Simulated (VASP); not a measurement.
# Al8O: relaxation of the atoms with PBEsol

The system is Al8O, a slab with vacuum.

```xyz
9
Lattice="2.8363 0.0000 0.0000 -1.4181 2.4563 0.0000 0.0000 0.0000 35.3138" Properties=species:S:1:pos:R:3 pbc="T T T"
Al    0.0000    1.6375    8.5000
Al    0.0000    0.0000   10.8305
Al    1.4181    0.8188   13.1611
Al    0.0000    0.0000   15.4916
Al    0.0000    1.6375   17.8037
Al    0.0000    0.0000   20.1443
Al    1.4181    0.8188   22.4875
Al    0.0000    0.0000   24.8655
O     0.0000    1.6375   25.7855
```

```yaml
Program: VASP 6.6.1
Task: relaxation of the atoms
Functional: PBEsol
Potentials_or_basis: VASP PAW PBE potentials, release 64 (Al, O)
Cutoff: 520 eV
k_mesh: 12 × 12 × 1
Occupations: gaussian, width 0.1 eV
Spin: no spin polarisation
Dipole_correction: yes
Atoms_held_fixed_from_0: "[0, 1, 2, 3]"
Further_INCAR_settings: ALGO = Normal; EDIFF = 1e-06; IBRION = 2; EDIFFG = -0.03; NSW = 90
```

| Item | Value |
| --- | --- |
| Energy gained by relaxing | 32.7 meV/atom |
| Ionic steps | 15 |

The path:
```tsv
step	energy change (eV)	largest force on free atoms (eV/Å)	pressure (GPa)
1	0.0000	2.9497	-0.70
2	-0.2049	1.7874	1.00
3	-0.2813	0.2268	0.34
4	-0.2813	0.2225	0.32
5	-0.2852	0.1628	0.34
6	-0.2901	0.1296	0.42
7	-0.2916	0.0945	0.46
8	-0.2922	0.2084	0.54
9	-0.2929	0.1721	0.53
10	-0.2939	0.0668	0.51
11	-0.2940	0.0486	0.51
12	-0.2941	0.0426	0.50
13	-0.2943	0.0330	0.48
14	-0.2943	0.0475	0.48
15	-0.2944	0.0277	0.49
```

Final structure:
```yaml
crystal:
  lattice:
    - [2.83628, 0.00000, 0.00000]
    - [-1.41814, 2.45629, 0.00000]
    - [0.00000, 0.00000, 35.31376]
  atoms:
    - { symbol: Al, position: [0.33333, 0.66667, 0.24070] }
    - { symbol: Al, position: [0.00000, 0.00000, 0.30669] }
    - { symbol: Al, position: [0.66667, 0.33333, 0.37269] }
    - { symbol: Al, position: [0.00000, 0.00000, 0.43868] }
    - { symbol: Al, position: [0.33333, 0.66667, 0.50520] }
    - { symbol: Al, position: [0.00000, 0.00000, 0.57149] }
    - { symbol: Al, position: [0.66667, 0.33333, 0.63762] }
    - { symbol: Al, position: [0.00000, 0.00000, 0.70540] }
    - { symbol: O, position: [0.33333, 0.66667, 0.72601] }
```

Levels at points of the mesh, in eV from the Fermi level:
```tsv
k point	band 13	band 14	band 15	band 16	band 17	band 18
(0.00, 0.00, 0.00)	-2.45	-0.77	0.96	2.61	3.80	4.47
(0.50, 0.00, 0.00)	-2.53	-2.36	-1.67	-1.02	-0.14	0.13
```

Wall time 47 min on 1 thread of Oxide Virtual Turin-like Processor (shared host), peak memory 0.44 GiB.

Caveat: the highest band is partly filled, so the run has too few bands; the PAW data sets were made with another functional, which shifts forces and pressure a little.
